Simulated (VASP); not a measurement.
# KI in VASP: further runs, part 2 of 2

VASP 6.6.1. The steps go on from the part before.

### 3 Single point, PBE

Contents of INCAR:

```
SYSTEM = KI
ALGO     = Normal         ! electronic algorithm
EDIFF    = 1E-6           ! SCF threshold, eV
ENCUT    = 520            ! plane-wave cutoff, eV
GGA      = PE             ! functional
ISIF     = 2              ! what is computed and relaxed
ISMEAR   = 0              ! smearing method
LASPH    = .TRUE.         ! aspherical terms in the spheres
LCHARG   = .FALSE.        ! write CHGCAR
LREAL    = .FALSE.        ! projectors in reciprocal space
LWAVE    = .FALSE.        ! write WAVECAR
NBANDS   = 24             ! bands
NELM     = 100            ! most SCF steps
PREC     = Accurate       ! precision mode
SIGMA    = 0.02           ! smearing width, eV
```

Contents of KPOINTS:

```
k-points
0
G
  6 6 4
  0 0 0
```

Contents of POSCAR:

```
KI
1.0
    6.0888820102      0.0000000000      0.0000000000
   -3.0444410051      5.2731265014      0.0000000000
    0.0000000000      0.0000000000      7.1196570644
K I
2 2
Direct
    0.3333333333      0.6666666667      0.9365674650
    0.6666666667      0.3333333333      0.4365674650
    0.3333333333      0.6666666667      0.4365674650
    0.6666666667      0.3333333333      0.9365674650
```

Potentials or basis: VASP PAW PBE potentials, release 64 (K_sv, I).

Started as:

```bash
cat potpaw_PBE.64/K_sv/POTCAR potpaw_PBE.64/I/POTCAR > POTCAR
mpirun -np 1 vasp_std > vasp.out
```

OUTCAR:

```text
SYSTEM = KI
   EDIFF = 1E-6
   ENCUT = 520
   GGA = PE
   ISIF = 2
   ISMEAR = 0
   LASPH = .TRUE.
   LREAL = .FALSE.
   NELM = 100
   PREC = Accurate

 ion  position               nearest neighbor table
   1  0.333  0.667  0.937-   4 3.52   4 3.52   4 3.52   3 3.56   3 3.56
   2  0.667  0.333  0.437-   3 3.52   3 3.52   3 3.52   4 3.56   4 3.56
   3  0.333  0.667  0.437-   2 3.52   2 3.52   2 3.52   1 3.56   1 3.56
   4  0.667  0.333  0.937-   1 3.52   1 3.52   1 3.52   2 3.56   2 3.56

  LATTYP: Found a hexagonal cell.
 ALAT       =     6.0888820102
 C/A-ratio  =     1.1692880651

  Lattice vectors:

 A1 = (   6.0888820102,   0.0000000000,   0.0000000000)
 A2 = (  -3.0444410051,   5.2731265014,   0.0000000000)
 A3 = (   0.0000000000,   0.0000000000,   7.1196570644)

Analysis of symmetry for initial positions (statically):
=====================================================================
 Subroutine PRICEL returns:
 Original cell was already a primitive cell.

 Routine SETGRP: Setting up the symmetry group for a
 hexagonal supercell.

 Subroutine GETGRP returns: Found 24 space group operations
 (whereof  6 operations were pure point group operations)
 out of a pool of 24 trial point group operations.

The static configuration has the point symmetry C_3v.
 The point group associated with its full space group is D_6h.

Analysis of symmetry for dynamics (positions and initial velocities):
=====================================================================
 Subroutine PRICEL returns:
 Original cell was already a primitive cell.

 Routine SETGRP: Setting up the symmetry group for a
 hexagonal supercell.

 Subroutine GETGRP returns: Found 24 space group operations
 (whereof  6 operations were pure point group operations)
 out of a pool of 24 trial point group operations.

The dynamic configuration has the point symmetry C_3v.
 The point group associated with its full space group is D_6h.

 Subroutine INISYM returns: Found 24 space group operations
 (whereof  6 operations are pure point group operations),
 and found     1 'primitive' translations

----------------------------------------------------------------------------------------

                                     Primitive cell

  volume of cell :     228.5940

  direct lattice vectors                    reciprocal lattice vectors
     6.088882010  0.000000000  0.000000000     0.164233762  0.094820407  0.000000000
    -3.044441005  5.273126501  0.000000000     0.000000000  0.189640814  0.000000000
     0.000000000  0.000000000  7.119657064     0.000000000  0.000000000  0.140456203

  length of vectors
     6.088882010  6.088882010  7.119657064     0.189640814  0.189640814  0.140456203

  position of ions in fractional coordinates (direct lattice)
     0.333333333  0.666666667  0.936567465
     0.666666667  0.333333333  0.436567465
     0.333333333  0.666666667  0.436567465
     0.666666667  0.333333333  0.936567465

  ion indices of the primitive-cell ions
   primitive index   ion index
                 1           1
                 2           2
                 3           3
                 4           4

----------------------------------------------------------------------------------------

 KPOINTS: k-points

Automatic generation of k-mesh.
 Grid dimensions read from file:
 generate k-points for:    6    6    4

 Generating k-lattice:

  Cartesian coordinates                     Fractional coordinates (reciprocal lattice)
     0.027372294  0.015803401  0.000000000     0.166666667  0.000000000  0.000000000
     0.000000000  0.031606802  0.000000000     0.000000000  0.166666667  0.000000000
     0.000000000  0.000000000  0.035114051     0.000000000  0.000000000  0.250000000

  Length of vectors
     0.031606802  0.031606802  0.035114051

  Shift w.r.t. Gamma in fractional coordinates (k-lattice)
     0.000000000  0.000000000  0.000000000

 Subroutine IBZKPT returns following result:
 ===========================================

 Found     21 irreducible k-points:

 Following reciprocal coordinates:
            Coordinates               Weight
  0.000000  0.000000  0.000000      1.000000
  0.166667  0.000000  0.000000      6.000000
  0.333333  0.000000  0.000000      6.000000
  0.500000  0.000000  0.000000      3.000000
  0.166667  0.166667  0.000000      6.000000
  0.333333  0.166667  0.000000     12.000000
[... 13 lines left out ...]
  0.333333  0.166667  0.500000     12.000000
  0.333333  0.333333  0.500000      2.000000
   k-points           NKPTS =     21   k-points in BZ     NKDIM =     21   number of bands    NBANDS=     24
   number of dos      NEDOS =    301   number of ions     NIONS =      4
   total plane-waves  NPLWV = 124416
   dimension x,y,z NGX =    48 NGY =   48 NGZ =   54
   dimension x,y,z NGXF=    96 NGYF=   96 NGZF=  108
   ions per type =               2   2
   NGX,Y,Z   is equivalent  to a cutoff of  13.11, 13.11, 12.61 a.u.
   NGXF,Y,Z  is equivalent  to a cutoff of  26.21, 26.21, 25.22 a.u.
 SYSTEM =  KI
   PREC   = accura    normal or accurate (medium, high low for compatibility)
   ISTART =      0    job   : 0-new  1-cont  2-samecut
   ICHARG =      2    charge: 1-file 2-atom 10-const
   ISPIN  =      1    spin polarized calculation?
   LNONCOLLINEAR =      F non collinear calculations
   LSORBIT =      F    spin-orbit coupling
   LASPH  =      T    aspherical Exc in radial PAW
   ENCUT  =  520.0 eV  38.22 Ry    6.18 a.u.  11.32 11.32 13.24*2*pi/ulx,y,z
   NELM   =    100;   NELMIN=  2; NELMDL= -5     # of ELM steps
   EDIFF  = 0.1E-05   stopping-criterion for ELM
   LREAL  =      F    real-space projection
   EDIFFG = 0.1E-04   stopping-criterion for IOM
   NSW    =      0    number of steps for IOM
   IBRION =     -1    ionic relax: 0-MD 1-quasi-New 2-CG
   NFREE  =      0    steps in history (QN), initial steepest desc. (CG)
   ISIF   =      2    stress and relaxation
   ISYM   =      2    0-nonsym 1-usesym 2-fastsym
   POTIM  = 0.5000    time-step for ionic-motion
   TEBEG  =    0.0;   TEEND  =   0.0 temperature during run
   PSTRESS=    0.0 pullay stress
   NELECT =      32.0000    total number of electrons
   NUPDOWN=      -1.0000    fix difference up-down
   EMIN   =  10.00;   EMAX   =-10.00  energy-range for DOS
   EFERMI =   0.00;   METHOD = LEGACY
   ISMEAR =     0;   SIGMA  =   0.02  broadening in eV -4-tet -1-fermi 0-gaus
   EFERMI_NEDOS =   21; number of points for ismear=-14 and -15
   IALGO  =     38    algorithm
   IMIX   =      4    mixing-type and parameters
     AMIX     =   0.40;   BMIX     =  1.00
     AMIX_MAG =   1.60;   BMIX_MAG =  1.00
  volume/ion in A,a.u.               =      57.15       385.66
  Fermi-wavevector in a.u.,A,eV,Ry     =   0.850034  1.606332  9.831007  0.722559
  Thomas-Fermi vector in A             =   1.965949
   LORBIT       =      0    0 simple, 1 ext, 2 COOP (PROOUT), +10 PAW based schemes
   GGA     = PE    functional components
   LHFCALC =     F    Hartree Fock is set to
   AEXX    =    0.0000 exact exchange contribution
   IVDW    =     0    specifies the selected vdW correction
   LEPSILON=     F    determine dielectric tensor
   LRPA    =     F    only Hartree local field effects (RPA)
 non-spin polarized calculation
 Gauss-broadening in eV      SIGMA  =   0.02
  energy-cutoff  :      520.00
  volume of cell :      228.59
 maximum number of plane-waves:      6207
 NGX is ok and might be reduce to    48
   NGX = 23   NGY = 23   NGZ = 27

 number of electron      32.0000001 magnetization

 Free energy of the ion-electron system (eV)
  ---------------------------------------------------
  ext. energy  EPLUGINS =         0.00000000
  ---------------------------------------------------
  free energy    TOTEN  =       -10.97157208 eV

  energy without entropy =      -10.97157208  energy(sigma->0) =      -10.97157208

 E-fermi :  -1.3857     XC(G=0):  -6.0433

 val. band max:       -1.5836901425   @ k =   0.0000   0.0000   0.0000
 cond. band min:       2.1662178048   @ k =   0.0000   0.0000   0.0000
 fundamental gap:      3.7499079473
 Fermi energy:        -1.3856788151

 k-point     1 :       0.0000    0.0000    0.0000
  band No.  band energies     occupation
      1     -30.2684      2.00000
      2     -30.2665      2.00000
      3     -13.7753      2.00000
      4     -13.7739      2.00000
      5     -13.7739      2.00000
      6     -13.7608      2.00000
[... 556 lines left out ...]
     23       5.8694      0.00000
     24       5.8694      0.00000

------------------------ aborting loop because EDIFF is reached ----------------------------------------

  FORCE on cell =-STRESS in cart. coord.  units (eV):
  Direction    XX          YY          ZZ          XY          YZ          ZX
  --------------------------------------------------------------------------------------
  -------------------------------------------------------------------------------------
  Total        0.0271270      0.0271270      0.0151044      0.0000000      0.0000000      0.0000000
  in kB        0.1901286      0.1901286      0.1058642      0.0000000      0.0000000      0.0000000
  external PRESSURE =       0.1620404 kB  Pullay stress =       0.0000000 kB

 VOLUME and BASIS-vectors are now :
 -----------------------------------------------------------------------------
  energy-cutoff  :      520.00
  volume of cell :      228.59
      direct lattice vectors                 reciprocal lattice vectors
     6.088882010  0.000000000  0.000000000     0.164233762  0.094820407  0.000000000
    -3.044441005  5.273126501  0.000000000     0.000000000  0.189640814  0.000000000
     0.000000000  0.000000000  7.119657064     0.000000000  0.000000000  0.140456203

 POSITION                                       TOTAL-FORCE (eV/Angst)
 -----------------------------------------------------------------------------------
     -0.00000      3.51542      6.66804         0.000000     -0.000000      0.000000
      3.04444      1.75771      3.10821         0.000000      0.000000     -0.000000
     -0.00000      3.51542      3.10821        -0.000000     -0.000000     -0.000000
      3.04444      1.75771      6.66804        -0.000000      0.000000     -0.000000
 -----------------------------------------------------------------------------------
    total drift:                               -0.000000      0.000000      0.000004

  FREE ENERGIE OF THE ION-ELECTRON SYSTEM (eV)
  ---------------------------------------------------
  free  energy   TOTEN  =       -10.9715720790 eV

  energy  without entropy=      -10.9715720790  energy(sigma->0) =      -10.97157208
```

It took 2.5 min on 1 thread of AMD EPYC 7R43 (Zen 3), shared host; peak memory 0.33 GiB.

Results:

```
Free energy            : -10.9716 eV
Pressure               : 0.0 GPa
Band gap on the k mesh : 3.75 eV, direct
```

Caveat: spin-orbit coupling is left out, which moves the levels of the heavy elements.

### 4 Relaxation of cell and atoms, PBE

Contents of INCAR:

```
PREC     = Accurate       # precision mode
ENCUT    = 600            # plane-wave cutoff, eV
EDIFF    = 1E-6           # SCF threshold, eV
ISMEAR   = 0              # smearing method
SIGMA    = 0.02           # smearing width, eV
LREAL    = False          # projectors in reciprocal space
LASPH    = True           # aspherical terms in the spheres
NELM     = 100            # most SCF steps
ALGO     = Normal         # electronic algorithm
ISIF     = 3              # what is computed and relaxed
LWAVE    = False          # write WAVECAR
LCHARG   = False          # write CHGCAR
GGA      = PE             # functional
IBRION   = 2              # ionic algorithm
NSW      = 100            # ionic steps
EDIFFG   = -0.01          # ionic threshold
```

Contents of KPOINTS:

```
regular mesh
0
Gamma
  6 6 4
```

Contents of POSCAR:

```
KI
1.0
    6.0888820102      0.0000000000      0.0000000000
   -3.0444410051      5.2731265014      0.0000000000
    0.0000000000      0.0000000000      7.1196570644
K I
2 2
Direct
    0.3333333333      0.6666666667      0.9365774251
    0.6666666667      0.3333333333      0.4365774251
    0.3333333333      0.6666666667      0.4365575049
    0.6666666667      0.3333333333      0.9365575049
```

Started as:

```bash
cat potpaw_PBE.64/K_sv/POTCAR potpaw_PBE.64/I/POTCAR > POTCAR
mpirun -np 1 vasp_std > vasp.out
```

Run time: 2.9 min. Hardware: 1 thread of AMD EPYC 7R43 (Zen 3), shared host; peak memory 0.4 GiB.

It converged, with:

```yaml
Free_energy: -10.9719 eV
Pressure_after_relaxing: 0.0 GPa
Band_gap_on_the_k_mesh: 3.75 eV, direct
```

Final structure:
```
K I
1.0
     6.08888    0.00000    0.00000
    -3.04444    5.27313    0.00000
     0.00000    0.00000    7.11966
K I
2 2
Direct
  0.33333 0.66667 0.93658
  0.66667 0.33333 0.43658
  0.33333 0.66667 0.43656
  0.66667 0.33333 0.93656
```

Levels at points of the mesh, in eV from the valence-band top:
| k point | band 13 | band 14 | band 15 | band 16 | band 17 | band 18 | band 19 | band 20 |
| --- | --- | --- | --- | --- | --- | --- | --- | --- |
| (0.00, 0.00, 0.00) | -0.51 | -0.27 | -0.27 | 0.00 | 3.75 | 5.72 | 6.36 | 6.36 |
| (0.50, 0.00, 0.00) | -0.54 | -0.48 | -0.29 | -0.15 | 5.34 | 5.51 | 5.84 | 5.86 |
| (0.00, 0.00, 0.50) | -0.40 | -0.40 | -0.40 | -0.40 | 4.89 | 4.89 | 6.93 | 6.93 |
| (0.50, 0.00, 0.50) | -0.39 | -0.39 | -0.25 | -0.25 | 5.43 | 5.43 | 7.02 | 7.03 |

Caveat: the relaxation stopped at its first step, so nothing moved; spin-orbit coupling is left out, which moves the levels of the heavy elements. A k mesh can miss the band edges.
